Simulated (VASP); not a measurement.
The system is PbS.

```
Pb S
1.0
     0.00000    2.96500    2.96500
     2.96500    0.00000    2.96500
     2.96500    2.96500    0.00000
Pb S
1 1
Cartesian
  2.9650 2.9650 2.9650
  0.0000 0.0000 0.0000
```

```yaml
Program: VASP 6.6.1
Task: relaxation of cell and atoms
Functional: PBE
Potentials_or_basis: VASP PAW PBE potentials, release 64 (Pb_d, S)
Cutoff: 600 eV
k_mesh: 10 × 10 × 10
Occupations: gaussian, width 0.02 eV
Spin: no spin polarisation
```

At the start: pressure 2.3 GPa; volume 26.07 Å³/atom.

Problem. Where does the relaxation end?

Solution. Over 3 steps the energy falls by 7.1 meV/atom and the volume is 27.10 Å³/atom (+4.0 %); space group Fm-3m (No. 225, to 0.1 Å) before and after.

Step by step:
| step | energy change (eV) | largest force (eV/Å) | pressure (GPa) | volume (Å³) |
| --- | --- | --- | --- | --- |
| 1 | 0.0000 | 0.0000 | 2.27 | 52.13 |
| 2 | -0.0125 | 0.0000 | -0.71 | 54.96 |
| 3 | -0.0142 | 0.0000 | 0.01 | 54.21 |

Final structure:
```xyz
2
Lattice="0.0000 3.0038 3.0038 3.0038 0.0000 3.0038 3.0038 3.0038 0.0000" Properties=species:S:1:pos:R:3 pbc="T T T"
Pb    3.0038    3.0038    3.0038
S     0.0000    0.0000    0.0000
```
